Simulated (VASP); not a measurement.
# Fe (Fd-3m) in VASP: notebook, part 2 of 2

VASP 6.6.1.

### Step 3. Single point, PBEsol, collinear spin, antiferromagnetic start (volume scaled by 1.12)

File INCAR:

```
ALGO     = Normal         # electronic algorithm
EDIFF    = 1E-7           # SCF threshold, eV
ENCUT    = 520            # plane-wave cutoff, eV
GGA      = PS             # functional
ISIF     = 2              # what is computed and relaxed
ISMEAR   = -1             # smearing method
ISPIN    = 2              # spin polarisation
LASPH    = True           # aspherical terms in the spheres
LCHARG   = False          # write CHGCAR
LMAXMIX  = 4              # l up to which the mixer works
LORBIT   = 11             # projections on sites
LREAL    = False          # projectors in reciprocal space
LWAVE    = False          # write WAVECAR
MAGMOM   = 2.5 -2.5       # initial moments
NBANDS   = 19             # bands
NELM     = 150            # most SCF steps
PREC     = Accurate       # precision mode
SIGMA    = 0.05           # smearing width, eV
```

File KPOINTS:

```
k-points
0
Gamma
  13 13 13
```

File POSCAR:

```
Fe
1.0
    0.0000000000      2.4948967302      2.4948967302
    2.4948967302      0.0000000000      2.4948967302
    2.4948967302      2.4948967302      0.0000000000
Fe
2
Direct
    0.1250000000      0.1250000000      0.1250000000
    0.8750000000      0.8750000000      0.8750000000
```

Potentials or basis: VASP PAW PBE potentials, release 64 (Fe).

Started as:

```console
$ cat potpaw_PBE.64/Fe/POTCAR > POTCAR
$ mpirun -np 1 vasp_std > vasp.out
```

OUTCAR:

```text
EDIFF = 1E-7
   ENCUT = 520
   GGA = PS
   ISIF = 2
   ISMEAR = -1
   ISPIN = 2
   LASPH = True
   LORBIT = 11
   LREAL = False
   NELM = 150
   PREC = Accurate

 ion  position               nearest neighbor table
   1  0.125  0.125  0.125-   2 2.16   2 2.16   2 2.16   2 2.16
   2  0.875  0.875  0.875-   1 2.16   1 2.16   1 2.16   1 2.16

  LATTYP: Found a face centered cubic cell.
 ALAT       =     4.9897934604

  Lattice vectors:

 A1 = (   0.0000000000,   2.4948967302,   2.4948967302)
 A2 = (   2.4948967302,   0.0000000000,   2.4948967302)
 A3 = (   2.4948967302,   2.4948967302,   0.0000000000)

Analysis of symmetry for initial positions (statically):
=====================================================================
 Subroutine PRICEL returns:
 Original cell was already a primitive cell.

 Routine SETGRP: Setting up the symmetry group for a
 face centered cubic supercell.

 Subroutine GETGRP returns: Found 48 space group operations
 (whereof 12 operations were pure point group operations)
 out of a pool of 48 trial point group operations.

The static configuration has the point symmetry D_3d.
 The point group associated with its full space group is O_h .

Analysis of symmetry for dynamics (positions and initial velocities):
=====================================================================
 Subroutine PRICEL returns:
 Original cell was already a primitive cell.

 Routine SETGRP: Setting up the symmetry group for a
 face centered cubic supercell.

 Subroutine GETGRP returns: Found 48 space group operations
 (whereof 12 operations were pure point group operations)
 out of a pool of 48 trial point group operations.

The dynamic configuration has the point symmetry D_3d.
 The point group associated with its full space group is O_h .

Analysis of structural, dynamic, and magnetic symmetry:
=====================================================================
 Subroutine PRICEL returns:
 Original cell was already a primitive cell.
[... 144 lines left out ...]
   NGX = 13   NGY = 13   NGZ = 13

 number of electron      15.9999991 magnetization       0.0000000

 number of electron      15.9999991 magnetization      -0.0000000

 Free energy of the ion-electron system (eV)
  ---------------------------------------------------
  ext. energy  EPLUGINS =         0.00000000
  ---------------------------------------------------
  free energy    TOTEN  =       -15.11857411 eV

  energy without entropy =      -15.09576312  energy(sigma->0) =      -15.10716861

 E-fermi :   2.8411     XC(G=0): -11.3291

 val. band max:        2.8297120893   @ k =   0.3846   0.0000   0.0000
 cond. band min:       2.8583911292   @ k =   0.2308   0.2308   0.0000
 fundamental gap:      0.0286790399
 Fermi energy:         2.8411112233

 spin component 1

 k-point     1 :       0.0000    0.0000    0.0000
  band No.  band energies     occupation
      1      -3.5056      1.00000
      2       0.3622      1.00000
      3       0.3622      1.00000
      4       0.5918      1.00000
      5       0.5918      1.00000
      6       0.5918      1.00000
[... 517 lines left out ...]
     18      20.4351      0.00000
     19      21.7166      0.00000

 [... further k-points ...]

 spin component 2

 k-point     1 :       0.0000    0.0000    0.0000
  band No.  band energies     occupation
      1      -3.5056      1.00000
      2       0.3622      1.00000
      3       0.3622      1.00000
      4       0.5918      1.00000
      5       0.5918      1.00000
      6       0.5918      1.00000
[... 517 lines left out ...]
     18      20.4351      0.00000
     19      21.7166      0.00000

 [... further k-points ...]
[... 5 lines left out ...]
  --------------------------------------------------------------------------------------
  -------------------------------------------------------------------------------------
  Total       -3.1298792     -3.1298792     -3.1298792     -0.0000000     -0.0000000      0.0000000
  in kB     -161.4546057   -161.4546057   -161.4546057     -0.0000000     -0.0000000      0.0000000
  external PRESSURE =    -161.4546057 kB  Pullay stress =       0.0000000 kB

 VOLUME and BASIS-vectors are now :
 -----------------------------------------------------------------------------
  energy-cutoff  :      520.00
  volume of cell :       31.06
      direct lattice vectors                 reciprocal lattice vectors
     0.000000000  2.494896730  2.494896730    -0.200409097  0.200409097  0.200409097
     2.494896730  0.000000000  2.494896730     0.200409097 -0.200409097  0.200409097
     2.494896730  2.494896730  0.000000000     0.200409097  0.200409097 -0.200409097

 POSITION                                       TOTAL-FORCE (eV/Angst)
 -----------------------------------------------------------------------------------
      0.62372      0.62372      0.62372        -0.000000      0.000000     -0.000000
      4.36607      4.36607      4.36607         0.000000     -0.000000      0.000000
 -----------------------------------------------------------------------------------
    total drift:                                0.000000     -0.000000     -0.000000

  FREE ENERGIE OF THE ION-ELECTRON SYSTEM (eV)
  ---------------------------------------------------
  free  energy   TOTEN  =       -15.1185741060 eV

  energy  without entropy=      -15.0957631205  energy(sigma->0) =      -15.10716861

 total charge

# of ion       s       p       d       tot
------------------------------------------
    1        0.561   0.398   6.393   7.352
    2        0.561   0.398   6.393   7.352
--------------------------------------------------
tot          1.122   0.796  12.786  14.703

 magnetization (x)

# of ion       s       p       d       tot
------------------------------------------
    1       -0.000  -0.000  -0.000  -0.000
    2        0.000   0.000   0.000   0.000
--------------------------------------------------
tot          0.000   0.000   0.000   0.000
```

stdout:

```text
POSCAR found type information on POSCAR Fe
 POSCAR found :  1 types and       2 ions
 scaLAPACK will be used
 -----------------------------------------------------------------------------
|                                                                             |
|                                                                             |
|     You enforced a specific xc type in the INCAR file but a different       |
|     I HOPE YOU KNOW WHAT YOU ARE DOING!                                     |
|                                                                             |
 -----------------------------------------------------------------------------

 LDA part: xc-table for (Slater+PW92), standard interpolation
 POSCAR, INCAR and KPOINTS ok, starting setup
 FFT: planning ... GRIDC
 FFT: planning ... GRID_SOFT
 FFT: planning ... GRID
 WAVECAR not read
 entering main loop
```

Run time: 62 s. Hardware: 1 thread of Intel Xeon 6975P-C (Granite Rapids), shared host; peak memory 0.22 GiB.

Results:

- Free energy: -15.1186 eV
- Pressure: -16.1 GPa
- Band gap on the k mesh: zero (filled and empty bands overlap)
- Net moment: 0.00 μB per cell
- Valence electrons inside the program's atomic spheres: Fe 7.35

Levels at points of the mesh, in eV from the Fermi level:
Spin up:
```csv
k point,band 5,band 6,band 7,band 8,band 9,band 10,band 11,band 12
"(0.00, 0.00, 0.00)",-2.25,-2.25,-0.36,-0.36,-0.36,1.11,1.11,13.55
```
Spin down:
```csv
k point,band 6,band 7,band 8,band 9,band 10,band 11
"(0.00, 0.00, 0.00)",-2.25,-0.36,-0.36,-0.36,1.11,1.11
```

Caveat: the starting moments collapsed, and a magnetic state may lie lower; the PAW data sets were made with another functional, which shifts forces and pressure a little.
